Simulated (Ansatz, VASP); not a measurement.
## TiGeRu4: VASP beside Ansatz

```
Ti Ge Ru
1.0
     3.00313    0.00000    0.00000
     0.00000    3.00313    0.00000
     0.00000    0.00000    9.48892
Ti Ge Ru
1 1 4
Direct
  0.00000 0.00000 0.00000
  0.50000 0.50000 0.50000
  0.50000 0.50000 0.15802
  0.00000 0.00000 0.34820
  0.50000 0.50000 0.84198
  0.00000 0.00000 0.65180
```

Alike in both runs: functional PBE; k mesh 10 × 10 × 4; occupations gaussian, width 0.1 eV; no spin polarisation.

Ansatz relaxed the structure, and its values are those at the end. VASP's run is a single point on that final structure, the one shown.

```csv
,VASP,Ansatz
version,VASP 6.6.1,Ansatz 0.2.0
potentials or method,"VASP PAW PBE potentials, release 64 (Ti_sv, Ge_d, Ru_pv), cutoff 520 eV","scalar-relativistic, plane waves, PAW"
valence electrons in the cell,82,90
```

Ansatz gave:

```
gap on the k mesh at the Fermi level (eV) : none
pressure (GPa)                            : 0.0
rms of the force components (eV/Å)        : 0.000
```

Q: Estimate VASP's values.

A: gap on the k mesh at the Fermi level (eV): none; pressure (GPa): 0.0; rms of the force components (eV/Å): 0.010.

A gap of «none» marks a metal or a gap that the smearing closes. VASP's potentials hold 82 valence electrons a cell and Ansatz's 90, so a difference there can come from the potentials and not from the codes.
